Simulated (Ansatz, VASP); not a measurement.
## P: VASP beside Ansatz

```
P
1.0
     0.00000    1.98391    1.98391
     1.98391    0.00000    1.98391
     1.98391    1.98391    0.00000
P
1
Direct
  0.00000 0.00000 0.00000
```

Alike in both runs: task single point; functional PBEsol; k mesh 16 × 16 × 16; occupations fermi-dirac, width 0.1 eV; no spin polarisation.

|  | VASP | Ansatz |
| --- | --- | --- |
| version | VASP 6.6.1 | Ansatz 0.2.0 |
| potentials or method | VASP PAW PBE potentials, release 64 (P), cutoff 520 eV | plane waves (420 eV) with PAW, scalar-relativistic |
| valence electrons in the cell | 5 | 5 |

Ansatz gave:

| Property | Result |
| --- | --- |
| pressure (GPa) | -9.3 |

**Question.** What did VASP give for the same quantities?

**Answer.** Pressure (GPa): -9.2.

VASP's potentials were made for PBE, not for PBEsol, and Ansatz warns of the same on its side. The functional is the same, so the differences come from potentials, cutoffs and numerics.
